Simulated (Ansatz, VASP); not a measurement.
Ca in VASP and in Ansatz

```
Ca
1.0
     6.12259    0.00000    0.00000
    -3.06130    5.30232    0.00000
     0.00000    0.00000    3.66664
Ca
3
Direct
  0.00000 0.00000 0.00000
  0.33333 0.66667 0.50000
  0.66667 0.33333 0.50000
```

Alike in both runs: task single point; functional BLYP; k mesh 7 × 7 × 10; occupations fermi-dirac, width 0.1 eV; no spin polarisation.

|  | VASP | Ansatz |
| --- | --- | --- |
| version | VASP 6.6.1 | Ansatz 0.2.0 |
| potentials or method | VASP PAW PBE potentials, release 64 (Ca_sv), cutoff 520 eV | plane waves (420 eV) with PAW, scalar-relativistic |
| valence electrons in the cell | 30 | 30 |

```csv
,VASP,Ansatz,Ansatz less VASP
pressure (GPa),1.5,1.5,-0.02
"traceless stress, the component that is largest in VASP (GPa)",-0.10,-0.09,+0.005
```

VASP's potentials were made for PBE, not for BLYP.
